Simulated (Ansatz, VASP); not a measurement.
**Two plane-wave programs on LiF**

Contents of POSCAR:

```
LiF
1.0
    0.0000000000      2.0140000000      2.0140000000
    2.0140000000      0.0000000000      2.0140000000
    2.0140000000      2.0140000000      0.0000000000
Li F
1 1
Direct
    0.0000000000      0.0000000000      0.0000000000
    0.4844836147      0.4844836147      0.5155163853
```

INCAR.step1

```
PREC = Accurate
ENCUT = 520
ISMEAR = 0
SIGMA = 0.05
LREAL = False
LASPH = True
NELM = 80
NBANDS = 12
GGA = PE
ALGO = Normal
EDIFF = 1E-4
LWAVE = True
LCHARG = False
```

File INCAR.step2:

```
PREC = Accurate
ENCUT = 520
EDIFF = 1E-7
ISMEAR = 0
SIGMA = 0.05
LREAL = False
LASPH = True
NELM = 80
ALGO = Normal
ISIF = 2
LWAVE = False
LCHARG = True
METAGGA = R2SCAN
LMIXTAU = True
LELF = True
LVHAR = True
NBANDS = 12
ISTART = 1
```

File KPOINTS:

```
Automatic mesh
0
Gamma
  10 10 10
```

Input for Ansatz:

```yaml
crystal:
  lattice:
    - [0.0, 2.014, 2.014]
    - [2.014, 0.0, 2.014]
    - [2.014, 2.014, 0.0]
  atoms:
    - { symbol: Li, position: [0.0, 0.0, 0.0] }
    - { symbol: F, position: [0.4844836147, 0.4844836147, 0.5155163853] }
basis:
  ecutwfc: 500
kpoints:
  mp_grid: { grid: [10, 10, 10] }
hamiltonian:
  xc: r2scan
scf:
  occupations: { method: gaussian, width: 0.05 }
output:
  forces: true
  stress: true
  eigenvalues: true
  write_density: true
  write_potential: true
  elf: true
  volumetric_format: npy
```

Change from the starting cell: all F atoms moved +0.062 Å, as atom 2 towards its neighbour atom 1 (Li) at 2.014 Å.

Alike in both runs: task single point; functional r2SCAN; k mesh 10 × 10 × 10; occupations gaussian, width 0.05 eV; no spin polarisation.

|  | VASP | Ansatz |
| --- | --- | --- |
| version | VASP 6.6.1 | Ansatz 0.2.0 |
| potentials or method | VASP PAW PBE potentials, release 64 (Li_sv, F), cutoff 520 eV | scalar-relativistic, plane waves, PAW |
| valence electrons in the cell | 10 | 10 |

|  | VASP | Ansatz | Ansatz less VASP |
| --- | --- | --- | --- |
| gap on the k mesh at the Fermi level (eV) | 10.26 | 10.05 | -0.204 |
| least direct gap on the mesh (eV) | 10.26 | 10.05 | -0.204 |
| rms of the force components (eV/Å) | 0.071 | 0.061 | -0.0101 |

VASP's potentials were made for PBE, not for r2SCAN. Atom by atom the forces differ by 0.010 eV/Å (rms over components).

Noted on VASP's run: the cutoff is short for stress, so the pressure is rough.
